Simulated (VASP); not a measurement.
Here is a VASP 6.6.1 calculation.

The input INCAR:

```
ALGO = Normal ; EDIFF = 1E-6
ENCUT = 520 ; GGA = PE
ISIF = 2 ; ISMEAR = 0
LASPH = T ; LCHARG = F
LREAL = F ; LWAVE = F
NBANDS = 38 ; NELM = 80
PREC = Accurate ; SIGMA = 0.1
```

Contents of KPOINTS:

```
k-points
0
Gamma
  4 4 4
```

Contents of POSCAR:

```
TaTi4
1.0
   -2.8335941300      2.8335941300      2.8335941300
    2.8335941300     -2.8335941300      2.8335941300
    2.8335941300      2.8335941300     -2.8335941300
Ti Ta
4 1
Direct
    0.5000000000      0.5000000000      0.5000000000
    0.0000000000      0.0000000000      0.5000000000
    0.0000000000      0.5000000000      0.0000000000
    0.5000000000      0.0000000000      0.0000000000
    0.0000000000      0.0000000000      0.0000000000
```

Potentials or basis: VASP PAW PBE potentials, release 64 (Ti_sv, Ta_pv).

The run is started by

```sh
$ cat potpaw_PBE.64/Ti_sv/POTCAR potpaw_PBE.64/Ta_pv/POTCAR > POTCAR
$ mpirun -np 1 vasp_std > vasp.out
```

(1) What does it give for the pressure?

Answers

(1) 17.7 GPa.

Caveat: the k points lie up to 0.39 Å⁻¹ apart.
